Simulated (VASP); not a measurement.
# Si (Cmce) in VASP: single point with LDA

Aim: the single point of Si with LDA.

Everything below comes from runs of VASP 6.6.1. Logs are shortened: lines on timing, memory, paths and dates and some standing lists are left out, and cuts for length are marked.

## 1. The cell of the first run

Symmetry: Cmce, No. 64, orthorhombic system. Conventional cell: a = 8.750 Å, b = 5.155 Å, c = 5.183 Å, α = 90.00°, β = 90.00°, γ = 90.00°. Within 3.4 Å of Si (site symmetry 2) lie 10 Si at 2.60 to 2.84 Å. Within 3.2 Å of Si (site symmetry m) lie 11 Si at 2.41 to 2.84 Å.

## 2. Single point, LDA

Contents of INCAR:

```
SYSTEM = Si
ALGO = Normal
EDIFF = 1E-6
ENCUT = 520
GGA = CA
ISIF = 2
ISMEAR = -1
LASPH = .True.
LCHARG = .False.
LREAL = .False.
LWAVE = .False.
NBANDS = 26
NELM = 80
PREC = Accurate
SIGMA = 0.05
```

Contents of KPOINTS:

```
k-points
0
Gamma
  6 6 5
  0 0 0
```

Contents of POSCAR:

```
Si
1.0
    4.3752220000     -2.5773440000      0.0000000000
    4.3752220000      2.5773440000      0.0000000000
    0.0000000000      0.0000000000      5.1830670000
Si
8
Direct
    0.7942850000      0.7942850000      0.0000000000
    0.2942850000      0.2942850000      0.5000000000
    0.2057150000      0.2057150000      0.0000000000
    0.7057150000      0.7057150000      0.5000000000
    0.1556200000      0.8443800000      0.6741300000
    0.8443800000      0.1556200000      0.3258700000
    0.3443800000      0.6556200000      0.1741300000
    0.6556200000      0.3443800000      0.8258700000
```

Potentials or basis: VASP PAW LDA potentials, release 64 (Si).

Launch:

```bash
cat potpaw_LDA.64/Si/POTCAR > POTCAR
mpirun -np 1 vasp_std > vasp.out
```

OUTCAR:

```text
SYSTEM = Si
   EDIFF = 1E-6
   ENCUT = 520
   GGA = CA
   ISIF = 2
   ISMEAR = -1
   LASPH = .True.
   LREAL = .False.
   NELM = 80
   PREC = Accurate

 ion  position               nearest neighbor table
   1  0.794  0.794  0.000-   5 2.60   6 2.60   7 2.68   8 2.68   3 2.69   3 2.69   4 2.70   4 2.70
                             8 2.84   7 2.84
   2  0.294  0.294  0.500-   7 2.60   8 2.60   6 2.68   5 2.68   4 2.69   4 2.69   3 2.70   3 2.70
                             6 2.84   5 2.84
   3  0.206  0.206  0.000-   5 2.60   6 2.60   7 2.68   8 2.68   1 2.69   1 2.69   2 2.70   2 2.70
                             8 2.84   7 2.84
   4  0.706  0.706  0.500-   7 2.60   8 2.60   6 2.68   5 2.68   2 2.69   2 2.69   1 2.70   1 2.70
                             6 2.84   5 2.84
   5  0.156  0.844  0.674-   6 2.41   3 2.60   1 2.60   4 2.68   2 2.68   8 2.69   8 2.69   7 2.77
                             7 2.77   2 2.84   4 2.84
   6  0.844  0.156  0.326-   5 2.41   3 2.60   1 2.60   4 2.68   2 2.68   7 2.69   7 2.69   8 2.77
                             8 2.77   2 2.84   4 2.84
   7  0.344  0.656  0.174-   8 2.41   4 2.60   2 2.60   3 2.68   1 2.68   6 2.69   6 2.69   5 2.77
                             5 2.77   3 2.84   1 2.84
   8  0.656  0.344  0.826-   7 2.41   4 2.60   2 2.60   3 2.68   1 2.68   5 2.69   5 2.69   6 2.77
                             6 2.77   3 2.84   1 2.84

  LATTYP: Found a base centered orthorhombic cell.
 ALAT       =     5.1546880000
 B/A-ratio  =     1.6975700566
 C/A-ratio  =     1.0055054739

  Lattice vectors:

 A1 = (  -4.3752220000,  -2.5773440000,   0.0000000000)
 A2 = (   4.3752220000,  -2.5773440000,   0.0000000000)
 A3 = (   0.0000000000,   0.0000000000,   5.1830670000)

Analysis of symmetry for initial positions (statically):
=====================================================================
 Subroutine PRICEL returns:
 Original cell was already a primitive cell.

 Routine SETGRP: Setting up the symmetry group for a
 base centered orthorhombic supercell.

 Subroutine GETGRP returns: Found  8 space group operations
 (whereof  4 operations were pure point group operations)
 out of a pool of  8 trial point group operations.

The static configuration has the point symmetry C_2h.
 The point group associated with its full space group is D_2h.

Analysis of symmetry for dynamics (positions and initial velocities):
=====================================================================
 Subroutine PRICEL returns:
 Original cell was already a primitive cell.

 Routine SETGRP: Setting up the symmetry group for a
 base centered orthorhombic supercell.

 Subroutine GETGRP returns: Found  8 space group operations
 (whereof  4 operations were pure point group operations)
 out of a pool of  8 trial point group operations.

The dynamic configuration has the point symmetry C_2h.
 The point group associated with its full space group is D_2h.

 Subroutine INISYM returns: Found  8 space group operations
 (whereof  4 operations are pure point group operations),
 and found     1 'primitive' translations

----------------------------------------------------------------------------------------

                                     Primitive cell

  volume of cell :     116.8932

  direct lattice vectors                    reciprocal lattice vectors
     4.375222000 -2.577344000  0.000000000     0.114279915 -0.193998162  0.000000000
     4.375222000  2.577344000  0.000000000     0.114279915  0.193998162  0.000000000
     0.000000000  0.000000000  5.183067000     0.000000000  0.000000000  0.192935959

  length of vectors
     5.077919815  5.077919815  5.183067000     0.225155915  0.225155915  0.192935959

  position of ions in fractional coordinates (direct lattice)
     0.794285000  0.794285000  0.000000000
     0.294285000  0.294285000  0.500000000
     0.205715000  0.205715000  0.000000000
     0.705715000  0.705715000  0.500000000
     0.155620000  0.844380000  0.674130000
     0.844380000  0.155620000  0.325870000
     0.344380000  0.655620000  0.174130000
     0.655620000  0.344380000  0.825870000

  ion indices of the primitive-cell ions
   primitive index   ion index
                 1           1
                 2           2
                 3           3
                 4           4
                 5           5
                 6           6
                 7           7
                 8           8

----------------------------------------------------------------------------------------

 KPOINTS: k-points

Automatic generation of k-mesh.
 Grid dimensions read from file:
 generate k-points for:    6    6    5

 Generating k-lattice:

  Cartesian coordinates                     Fractional coordinates (reciprocal lattice)
     0.019046653 -0.032333027  0.000000000     0.166666667  0.000000000  0.000000000
     0.019046653  0.032333027  0.000000000     0.000000000  0.166666667  0.000000000
     0.000000000  0.000000000  0.038587192     0.000000000  0.000000000  0.200000000

  Length of vectors
     0.037525986  0.037525986  0.038587192

  Shift w.r.t. Gamma in fractional coordinates (k-lattice)
     0.000000000  0.000000000  0.000000000

 Subroutine IBZKPT returns following result:
 ===========================================

 Found     39 irreducible k-points:

 Following reciprocal coordinates:
            Coordinates               Weight
  0.000000  0.000000  0.000000      1.000000
  0.166667  0.000000  0.000000      4.000000
  0.333333  0.000000  0.000000      4.000000
  0.500000  0.000000  0.000000      2.000000
  0.166667  0.166667  0.000000      2.000000
  0.333333  0.166667  0.000000      4.000000
[... 16 lines left out ...]
  0.333333  0.333333  0.200000      4.000000
  0.500000  0.333333  0.200000      8.000000
 [... further k-points ...]
   k-points           NKPTS =     39   k-points in BZ     NKDIM =     39   number of bands    NBANDS=     26
   number of dos      NEDOS =    301   number of ions     NIONS =      8
   total plane-waves  NPLWV =  64000
   dimension x,y,z NGX =    40 NGY =   40 NGZ =   40
   dimension x,y,z NGXF=    80 NGYF=   80 NGZF=   80
   ions per type =               8
   NGX,Y,Z   is equivalent  to a cutoff of  13.10, 13.10, 12.83 a.u.
   NGXF,Y,Z  is equivalent  to a cutoff of  26.19, 26.19, 25.66 a.u.
 SYSTEM =  Si
   PREC   = accura    normal or accurate (medium, high low for compatibility)
   ISTART =      0    job   : 0-new  1-cont  2-samecut
   ICHARG =      2    charge: 1-file 2-atom 10-const
   ISPIN  =      1    spin polarized calculation?
   LNONCOLLINEAR =      F non collinear calculations
   LSORBIT =      F    spin-orbit coupling
   LASPH  =      T    aspherical Exc in radial PAW
   ENCUT  =  520.0 eV  38.22 Ry    6.18 a.u.   9.44  9.44  9.64*2*pi/ulx,y,z
   NELM   =     80;   NELMIN=  2; NELMDL= -5     # of ELM steps
   EDIFF  = 0.1E-05   stopping-criterion for ELM
   LREAL  =      F    real-space projection
   EDIFFG = 0.1E-04   stopping-criterion for IOM
   NSW    =      0    number of steps for IOM
   IBRION =     -1    ionic relax: 0-MD 1-quasi-New 2-CG
   NFREE  =      0    steps in history (QN), initial steepest desc. (CG)
   ISIF   =      2    stress and relaxation
   ISYM   =      2    0-nonsym 1-usesym 2-fastsym
   POTIM  = 0.5000    time-step for ionic-motion
   TEBEG  =    0.0;   TEEND  =   0.0 temperature during run
   PSTRESS=    0.0 pullay stress
   NELECT =      32.0000    total number of electrons
   NUPDOWN=      -1.0000    fix difference up-down
   EMIN   =  10.00;   EMAX   =-10.00  energy-range for DOS
   EFERMI =   0.00;   METHOD = LEGACY
   ISMEAR =    -1;   SIGMA  =   0.05  broadening in eV -4-tet -1-fermi 0-gaus
   EFERMI_NEDOS =   21; number of points for ismear=-14 and -15
   IALGO  =     38    algorithm
   IMIX   =      4    mixing-type and parameters
     AMIX     =   0.40;   BMIX     =  1.00
     AMIX_MAG =   1.60;   BMIX_MAG =  1.00
  volume/ion in A,a.u.               =      14.61        98.60
  Fermi-wavevector in a.u.,A,eV,Ry     =   1.062988  2.008756 15.373816  1.129944
  Thomas-Fermi vector in A             =   2.198458
   LORBIT       =      0    0 simple, 1 ext, 2 COOP (PROOUT), +10 PAW based schemes
   GGA     = CA    functional components
   LHFCALC =     F    Hartree Fock is set to
   AEXX    =    0.0000 exact exchange contribution
   IVDW    =     0    specifies the selected vdW correction
   LEPSILON=     F    determine dielectric tensor
   LRPA    =     F    only Hartree local field effects (RPA)
 non-spin polarized calculation
  energy-cutoff  :      520.00
  volume of cell :      116.89
 maximum number of plane-waves:      3181
 NGX is ok and might be reduce to    40
   NGX = 19   NGY = 19   NGZ = 19

 number of electron      31.9999997 magnetization

 Free energy of the ion-electron system (eV)
  ---------------------------------------------------
  ext. energy  EPLUGINS =         0.00000000
  ---------------------------------------------------
  free energy    TOTEN  =       -44.90765981 eV

  energy without entropy =      -44.87777493  energy(sigma->0) =      -44.89271737

 E-fermi :   9.9283     XC(G=0): -11.1985

 val. band max:        9.9179109616   @ k =  -0.3333   0.3333   0.0000
 cond. band min:       9.9315728830   @ k =   0.5000   0.5000   0.4000
 fundamental gap:      0.0136619214
 Fermi energy:         9.9282510609

 k-point     1 :       0.0000    0.0000    0.0000
  band No.  band energies     occupation
      1      -4.3858      2.00000
      2       0.6729      2.00000
      3       1.1638      2.00000
      4       2.2163      2.00000
      5       2.6185      2.00000
      6       2.6886      2.00000
[... 18 lines left out ...]
     25      16.2576      0.00000
     26      16.2645      0.00000

 k-point     2 :       0.1667    0.0000    0.0000
  band No.  band energies     occupation
      1      -4.1839      2.00000
      2       0.5254      2.00000
      3       0.8746      2.00000
      4       1.3560      2.00000
      5       1.9233      2.00000
      6       2.0399      2.00000
[... 18 lines left out ...]
     25      16.4672      0.00000
[... 608 lines left out ...]
     25      14.8644      0.00000
     26      15.2345      0.00000

 k-point    24 :       0.5000    0.3333    0.2000
  band No.  band energies     occupation
      1      -2.7993      2.00000
      2      -1.3315      2.00000
      3      -0.4188      2.00000
      4       0.3661      2.00000
      5       1.7726      2.00000
      6       2.6362      2.00000
[... 18 lines left out ...]
     25      14.4036      0.00000
     26      14.7675      0.00000

 [... further k-points ...]
[... 5 lines left out ...]
  --------------------------------------------------------------------------------------
  -------------------------------------------------------------------------------------
  Total       -2.4000084     -2.6000540     -1.8164747      0.0000000      0.0000000      0.0000000
  in kB      -32.8953148    -35.6372056    -24.8972079      0.0000000      0.0000000      0.0000000
  external PRESSURE =     -31.1432428 kB  Pullay stress =       0.0000000 kB

 VOLUME and BASIS-vectors are now :
 -----------------------------------------------------------------------------
  energy-cutoff  :      520.00
  volume of cell :      116.89
      direct lattice vectors                 reciprocal lattice vectors
     4.375222000 -2.577344000  0.000000000     0.114279915 -0.193998162  0.000000000
     4.375222000  2.577344000  0.000000000     0.114279915  0.193998162  0.000000000
     0.000000000  0.000000000  5.183067000     0.000000000  0.000000000  0.192935959

 POSITION                                       TOTAL-FORCE (eV/Angst)
 -----------------------------------------------------------------------------------
      6.95035      0.00000      0.00000        -0.010707     -0.000000     -0.000000
      2.57512      0.00000      2.59153        -0.010707     -0.000000      0.000000
      1.80010      0.00000      0.00000         0.010707     -0.000000      0.000000
      6.17532      0.00000      2.59153         0.010707     -0.000000      0.000000
      4.37522      1.77517      3.49406        -0.000000      0.070123      0.013421
      4.37522     -1.77517      1.68901        -0.000000     -0.070123     -0.013421
      4.37522      0.80217      0.90253        -0.000000     -0.070123      0.013421
      4.37522     -0.80217      4.28054        -0.000000      0.070123     -0.013421
 -----------------------------------------------------------------------------------
    total drift:                                0.000000      0.000000      0.000000

  FREE ENERGIE OF THE ION-ELECTRON SYSTEM (eV)
  ---------------------------------------------------
  free  energy   TOTEN  =       -44.9076598093 eV

  energy  without entropy=      -44.8777749323  energy(sigma->0) =      -44.89271737
```

Run time: 83 s. Hardware: 1 thread of Intel Xeon Platinum 8488C (Sapphire Rapids), shared host; peak memory 0.24 GiB.

Results:

```
Free energy            : -44.9077 eV
Pressure               : -3.1 GPa
Largest force          : 0.071 eV/Å
Band gap on the k mesh : zero (bands 16 and 17 overlap by 3.51 eV)
```

Forces in eV/Å, atoms in the order of the input:
```
Si  -0.011  0.000  0.000
Si  -0.011  0.000  0.000
Si   0.011  0.000  0.000
Si   0.011  0.000  0.000
Si   0.000  0.070  0.013
Si   0.000 -0.070 -0.013
Si   0.000 -0.070  0.013
Si   0.000  0.070 -0.013
```

Stress tensor (GPa, compression positive):
```
-3.29  0.00  0.00
 0.00 -3.56  0.00
 0.00  0.00 -2.49
```

Levels at points of the mesh, in eV from the Fermi level:
```
           k point  band 14  band 15  band 16  band 17  band 18  band 19
(0.00, 0.00, 0.00)    -2.30    -2.27    -1.88    -1.77    -1.75    -1.36
(0.50, 0.00, 0.00)    -2.03    -1.57    -1.57     1.42     1.42     2.78
(0.50, 0.50, 0.00)    -2.02    -1.33    -1.25     1.11     2.20     2.50
```

Caveat: the cell stands under tension.
